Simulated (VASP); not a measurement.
A run of VASP 6.6.1:

File INCAR:

```
SYSTEM = C
ALGO = Normal
DIPOL = 0.5 0.5 0.500
EDIFF = 1E-6
ENCUT = 520
GGA = PE
IDIPOL = 3
ISIF = 2
ISMEAR = 0
LASPH = .True.
LCHARG = .False.
LDIPOL = .True.
LREAL = .False.
LWAVE = .False.
NBANDS = 41
NELM = 100
PREC = Accurate
SIGMA = 0.05
```

Contents of KPOINTS:

```
k-points
0
Gamma
  10 10 1
  0 0 0
```

The input POSCAR:

```
C
1.0
    2.5254142366      0.0000000000      0.0000000000
    0.0000000000      2.5254142366      0.0000000000
    0.0000000000      0.0000000000     26.6072939580
C
14
Direct
    0.0000000000      0.5000000000      0.2818775939
    0.0000000000      0.0000000000      0.3154348871
    0.5000000000      0.0000000000      0.3489921804
    0.5000000000      0.5000000000      0.3825494736
    0.0000000000      0.5000000000      0.4161067669
    0.0000000000      0.0000000000      0.4496640601
    0.5000000000      0.0000000000      0.4832213534
    0.5000000000      0.5000000000      0.5167786466
    0.0000000000      0.5000000000      0.5503359399
    0.0000000000      0.0000000000      0.5838932331
    0.5000000000      0.0000000000      0.6174505264
    0.5000000000      0.5000000000      0.6510078196
    0.0000000000      0.5000000000      0.6845651129
    0.0000000000      0.0000000000      0.7181224061
```

Potentials or basis: VASP PAW PBE potentials, release 64 (C).

The run is started by

```sh
$ cat potpaw_PBE.64/C/POTCAR > POTCAR
$ mpirun -np 1 vasp_std > vasp.out
```

Hardware: 1 thread of Intel(R) Xeon(R) Platinum 8375C CPU @ 2.90GHz (Ice Lake), with other jobs on the host.

Q: How long does it take, and how much memory?

A: Wall time 5.9 min on 1 thread of Intel(R) Xeon(R) Platinum 8375C CPU @ 2.90GHz (Ice Lake), with other jobs on the host, peak memory 0.34 GiB. Counts: scf iterations 22, k points 36.
